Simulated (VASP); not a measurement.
# BN (Cmc2_1) in VASP: further runs, part 3 of 3

VASP 6.6.1. The steps go on from the part before.

**5. Single point, PBE (mode 4 (471.6 1/cm) frozen in, largest displacement +0.075 Å)**

INCAR reads:

```
PREC     = Accurate       # precision mode
ENCUT    = 520            # plane-wave cutoff, eV
EDIFF    = 1E-7           # SCF threshold, eV
ISMEAR   = 0              # smearing method
SIGMA    = 0.05           # smearing width, eV
LREAL    = F              # projectors in reciprocal space
LASPH    = T              # aspherical terms in the spheres
NELM     = 80             # most SCF steps
ALGO     = Normal         # electronic algorithm
ISIF     = 2              # what is computed and relaxed
LWAVE    = F              # write WAVECAR
LCHARG   = F              # write CHGCAR
GGA      = PE             # functional
NBANDS   = 16             # bands
```

KPOINTS reads:

```
regular mesh
0
Gamma
  12 12 6
```

POSCAR reads:

```
BN
1.0
    2.5539396017      0.0000000000      0.0000000000
   -1.2769698009      2.2117765748      0.0000000000
    0.0000000000      0.0000000000      4.2268550000
B N
2 2
Direct
    0.6824954883      0.3649909765      0.9997240000
    0.3175045117      0.6350090235      0.4997240000
    0.6497119704      0.2994239408      0.6252760000
    0.3502880296      0.7005760592      0.1252760000
```

Potentials or basis: VASP PAW PBE potentials, release 64 (B, N).

Started as:

```console
$ cat potpaw_PBE.64/B/POTCAR potpaw_PBE.64/N/POTCAR > POTCAR
$ mpirun -np 1 vasp_std > vasp.out
```

OUTCAR:

```text
PREC = Accurate
   ENCUT = 520
   EDIFF = 1E-7
   ISMEAR = 0
   LREAL = F
   LASPH = T
   NELM = 80
   ISIF = 2
   GGA = PE

 ion  position               nearest neighbor table
   1  0.682  0.365  1.000-   4 1.56   4 1.57   4 1.57   3 1.59
   2  0.318  0.635  0.500-   3 1.56   3 1.57   3 1.57   4 1.59
   3  0.650  0.299  0.625-   2 1.56   2 1.57   2 1.57   1 1.59
   4  0.350  0.701  0.125-   1 1.56   1 1.57   1 1.57   2 1.59

  LATTYP: Found a hexagonal cell.
 ALAT       =     2.5539396017
 C/A-ratio  =     1.6550332659

  Lattice vectors:

 A1 = (   2.5539396017,   0.0000000000,   0.0000000000)
 A2 = (  -1.2769698009,   2.2117765748,   0.0000000000)
 A3 = (   0.0000000000,   0.0000000000,   4.2268550000)

Analysis of symmetry for initial positions (statically):
=====================================================================
 Subroutine PRICEL returns:
 Original cell was already a primitive cell.

 Routine SETGRP: Setting up the symmetry group for a
 hexagonal supercell.

 Subroutine GETGRP returns: Found  4 space group operations
 (whereof  2 operations were pure point group operations)
 out of a pool of 24 trial point group operations.

The static configuration has the point symmetry C_1h.
 The point group associated with its full space group is C_2v.

Analysis of symmetry for dynamics (positions and initial velocities):
=====================================================================
 Subroutine PRICEL returns:
 Original cell was already a primitive cell.

 Routine SETGRP: Setting up the symmetry group for a
 hexagonal supercell.

 Subroutine GETGRP returns: Found  4 space group operations
 (whereof  2 operations were pure point group operations)
 out of a pool of 24 trial point group operations.

The dynamic configuration has the point symmetry C_1h.
[... 116 lines left out ...]
   NUPDOWN=      -1.0000    fix difference up-down
   EMIN   =  10.00;   EMAX   =-10.00  energy-range for DOS
   EFERMI =   0.00;   METHOD = LEGACY
   ISMEAR =     0;   SIGMA  =   0.05  broadening in eV -4-tet -1-fermi 0-gaus
   EFERMI_NEDOS =   21; number of points for ismear=-14 and -15
   IALGO  =     38    algorithm
   IMIX   =      4    mixing-type and parameters
     AMIX     =   0.40;   BMIX     =  1.00
     AMIX_MAG =   1.60;   BMIX_MAG =  1.00
  volume/ion in A,a.u.               =       5.97        40.28
  Fermi-wavevector in a.u.,A,eV,Ry     =   1.432600  2.707222 27.923836  2.052344
  Thomas-Fermi vector in A             =   2.552210
   LORBIT       =      0    0 simple, 1 ext, 2 COOP (PROOUT), +10 PAW based schemes
   GGA     = PE    functional components
   LHFCALC =     F    Hartree Fock is set to
   AEXX    =    0.0000 exact exchange contribution
   IVDW    =     0    specifies the selected vdW correction
   LEPSILON=     F    determine dielectric tensor
   LRPA    =     F    only Hartree local field effects (RPA)
 non-spin polarized calculation
 Gauss-broadening in eV      SIGMA  =   0.05
  energy-cutoff  :      520.00
  volume of cell :       23.88
 maximum number of plane-waves:       660
   NGX =  9   NGY =  9   NGZ = 15

 number of electron      15.9999992 magnetization

 Free energy of the ion-electron system (eV)
  ---------------------------------------------------
  ext. energy  EPLUGINS =         0.00000000
  ---------------------------------------------------
  free energy    TOTEN  =       -34.72442190 eV

  energy without entropy =      -34.72442190  energy(sigma->0) =      -34.72442190

 E-fermi :   7.7730     XC(G=0): -12.7675

 val. band max:        7.4575461559   @ k =   0.0000   0.0000   0.0000
 cond. band min:      12.5595387095   @ k =   0.3333   0.3333   0.0000
 fundamental gap:      5.1019925536
 Fermi energy:         7.7729664840

 k-point     1 :       0.0000    0.0000    0.0000
  band No.  band energies     occupation
      1     -12.8510      2.00000
      2      -8.7442      2.00000
      3      -3.3734      2.00000
      4       5.2932      2.00000
      5       5.4527      2.00000
      6       7.2305      2.00000
[... 433 lines left out ...]
      3      -1.3363      2.00000
      4      -0.5634      2.00000
      5       1.0186      2.00000
      6       2.5143      2.00000
[... 8 lines left out ...]
     15      23.5326      0.00000
     16      23.7086      0.00000

 [... further k-points ...]
[... 5 lines left out ...]
  --------------------------------------------------------------------------------------
  -------------------------------------------------------------------------------------
  Total       -0.2629518      0.2560540      0.0152347     -0.0000000      0.0000000      0.0000000
  in kB      -17.6448321     17.1819713      1.0222931     -0.0000000      0.0000000      0.0000000
  external PRESSURE =       0.1864774 kB  Pullay stress =       0.0000000 kB

 VOLUME and BASIS-vectors are now :
 -----------------------------------------------------------------------------
  energy-cutoff  :      520.00
  volume of cell :       23.88
      direct lattice vectors                 reciprocal lattice vectors
     2.553939602  0.000000000  0.000000000     0.391551938  0.226062617  0.000000000
    -1.276969801  2.211776575  0.000000000     0.000000000  0.452125233  0.000000000
     0.000000000  0.000000000  4.226855000     0.000000000  0.000000000  0.236582518

 POSITION                                       TOTAL-FORCE (eV/Angst)
 -----------------------------------------------------------------------------------
      1.27697      0.80728      4.22569         0.000000     -0.590473      0.020292
     -0.00000      1.40450      2.11226        -0.000000      0.590473      0.020292
      1.27697      0.66226      2.64295        -0.000000      0.895828     -0.020292
     -0.00000      1.54952      0.52952         0.000000     -0.895828     -0.020292
 -----------------------------------------------------------------------------------
    total drift:                                0.000000      0.000000      0.000300

  FREE ENERGIE OF THE ION-ELECTRON SYSTEM (eV)
  ---------------------------------------------------
  free  energy   TOTEN  =       -34.7244218978 eV

  energy  without entropy=      -34.7244218978  energy(sigma->0) =      -34.72442190
```

OSZICAR:

```text
N       E                     dE             d eps       ncg     rms          rms(c)
DAV:   1     0.370170782752E+02    0.37017E+02   -0.82809E+03  5528   0.971E+02
DAV:   2    -0.343995957838E+02   -0.71417E+02   -0.66728E+02  7824   0.227E+02
DAV:   3    -0.366215003026E+02   -0.22219E+01   -0.22170E+01  6408   0.367E+01
DAV:   4    -0.366268934276E+02   -0.53931E-02   -0.53929E-02  6520   0.206E+00
DAV:   5    -0.366269080953E+02   -0.14668E-04   -0.14668E-04  6312   0.994E-02    0.939E+00
DAV:   6    -0.348800170391E+02    0.17469E+01   -0.22298E+00  6928   0.136E+01    0.445E+00
DAV:   7    -0.347522839005E+02    0.12773E+00   -0.30931E-01  6976   0.449E+00    0.273E+00
DAV:   8    -0.347253644464E+02    0.26919E-01   -0.52694E-02  6616   0.186E+00    0.256E-01
DAV:   9    -0.347241468890E+02    0.12176E-02   -0.18987E-03  6384   0.519E-01    0.132E-01
DAV:  10    -0.347244138136E+02   -0.26692E-03   -0.48750E-04  6552   0.172E-01    0.252E-02
DAV:  11    -0.347244203604E+02   -0.65468E-05   -0.30100E-05  6848   0.533E-02    0.143E-02
DAV:  12    -0.347244218088E+02   -0.14484E-05   -0.53768E-06  6608   0.229E-02    0.191E-03
DAV:  13    -0.347244218978E+02   -0.88967E-07   -0.14566E-07  4912   0.401E-03
   1 F= -.34724422E+02 E0= -.34724422E+02  d E =-.170099E-21
```

It took 24 s on 1 thread of Intel Xeon 6975P-C (Granite Rapids), shared host; peak memory 0.17 GiB.

Results:

* Free energy: -34.7244 eV
* Pressure: 0.0 GPa
* Largest force: 0.896 eV/Å
* Band gap on the k mesh: 5.10 eV, indirect (least direct gap 8.01 eV)

Forces on the atoms (eV/Å):
```
B    0.000 -0.590  0.020
B    0.000  0.590  0.020
N    0.000  0.896 -0.020
N    0.000 -0.896 -0.020
```

Caveat: the cell differs from its parent crystal (mode 4 (471.6 1/cm) frozen in, largest displacement +0.075 Å). A k mesh can miss the band edges.

**6. Single point, PBE (mode 4 (471.6 1/cm) frozen in, largest displacement +0.300 Å)**

INCAR reads:

```
PREC = Accurate
ENCUT = 520
EDIFF = 1E-6
ISMEAR = 0
SIGMA = 0.05
LREAL = F
LASPH = T
NELM = 100
ALGO = Normal
ISIF = 2
LWAVE = F
LCHARG = F
GGA = PE
NBANDS = 16
```

KPOINTS reads:

```
Automatic mesh
0
Gamma
  12 12 6
```

POSCAR reads:

```
BN
1.0
    2.5539396017      0.0000000000      0.0000000000
   -1.2769698009      2.2117765748      0.0000000000
    0.0000000000      0.0000000000      4.2268550000
B N
2 2
Direct
    0.7299819531      0.4599639061      0.9997240000
    0.2700180469      0.5400360939      0.4997240000
    0.5988478817      0.1976957633      0.6252760000
    0.4011521183      0.8023042367      0.1252760000
```

Potentials or basis: VASP PAW PBE potentials, release 64 (B, N).

Started as:

```console
$ cat potpaw_PBE.64/B/POTCAR potpaw_PBE.64/N/POTCAR > POTCAR
$ mpirun -np 1 vasp_std > vasp.out
```

It took 23 s on 1 thread of Intel Xeon 6975P-C (Granite Rapids), shared host; peak memory 0.17 GiB.

Results (log left out):

```yaml
Free_energy: -33.0794 eV
Pressure: 0.4 GPa
Largest_force: 4.133 eV/Å
Band_gap_on_the_k_mesh: 3.46 eV, indirect (least direct gap 6.39 eV)
```

Forces in eV/Å, atoms in the order of the input:
```
B    0.000 -1.803  0.381
B    0.000  1.803  0.381
N    0.000  4.116 -0.381
N    0.000 -4.116 -0.381
```

Stress tensor (GPa, compression positive):
```
-7.98  0.00  0.00
 0.00 -7.59  0.00
 0.00  0.00 16.89
```

Levels at points of the mesh, in eV from the valence-band top:
```tsv
k point	band 6	band 7	band 8	band 9	band 10	band 11
(0.00, 0.00, 0.00)	-1.70	-1.39	0.00	7.04	7.28	8.39
(0.50, 0.00, 0.00)	-5.07	-3.91	-3.36	5.11	6.65	8.18
(0.00, 0.50, 0.00)	-5.59	-5.28	-2.93	5.45	8.20	8.61
(0.00, 0.00, 0.50)	-2.07	-1.74	-1.74	7.99	7.99	8.61
(0.50, 0.00, 0.50)	-5.08	-3.30	-3.30	5.05	5.05	8.42
(0.00, 0.50, 0.50)	-4.45	-3.05	-3.05	5.36	5.36	7.03
```

Caveat: the cell differs from its parent crystal (mode 4 (471.6 1/cm) frozen in, largest displacement +0.300 Å); forces of over 1 eV/Å act on the atoms, so gaps and moduli don't describe the material at rest. A k mesh can miss the band edges.
